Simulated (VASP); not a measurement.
Input of a VASP 6.6.1 run:

INCAR

```
SYSTEM = Be2H3
PREC = Accurate ; ENCUT = 520
EDIFF = 1E-6 ; ISMEAR = 0
SIGMA = 0.1 ; LREAL = .False.
LASPH = .True. ; NELM = 80
ALGO = Fast ; ISIF = 2
LWAVE = .False. ; LCHARG = .True.
GGA = PE ; LELF = .True.
LVHAR = .True. ; NBANDS = 18
```

File KPOINTS:

```
Automatic mesh
0
Gamma
  12 12 12
  0 0 0
```

File POSCAR:

```
Be2H3
1.0
    1.9242536207      1.1109683459      4.9600667463
   -1.9242536207      1.1109683459      4.9600667463
    0.0000000000     -2.2219366918      4.9600667463
Be H
4 6
Direct
    0.3182940470      0.3182940470      0.3182940470
    0.1817059530      0.1817059530      0.1817059530
    0.6817059530      0.6817059530      0.6817059530
    0.8182940470      0.8182940470      0.8182940470
    0.5647155569      0.9352844431      0.2500000000
    0.2500000000      0.5647155569      0.9352844431
    0.9352844431      0.2500000000      0.5647155569
    0.4352844431      0.0647155569      0.7500000000
    0.7500000000      0.4352844431      0.0647155569
    0.0647155569      0.7500000000      0.4352844431
```

Potentials or basis: VASP PAW PBE potentials, release 64 (Be, H).

The run is started by

```sh
$ cat potpaw_PBE.64/Be/POTCAR potpaw_PBE.64/H/POTCAR > POTCAR
$ mpirun -np 1 vasp_std > vasp.out
```

Q: Predict the band gap on the k mesh.

A: Zero (bands 7 and 8 overlap by 1.66 eV).

Q: Predict the pressure.

A: -0.1 GPa.

Forces on the atoms (eV/Å):
```
Be   0.000  0.000  0.019
Be   0.000  0.000 -0.019
Be   0.000  0.000 -0.019
Be   0.000  0.000  0.019
H    0.008  0.000  0.000
H   -0.004  0.007  0.000
H   -0.004 -0.007  0.000
H   -0.008  0.000  0.000
H    0.004 -0.007  0.000
H    0.004  0.007  0.000
```
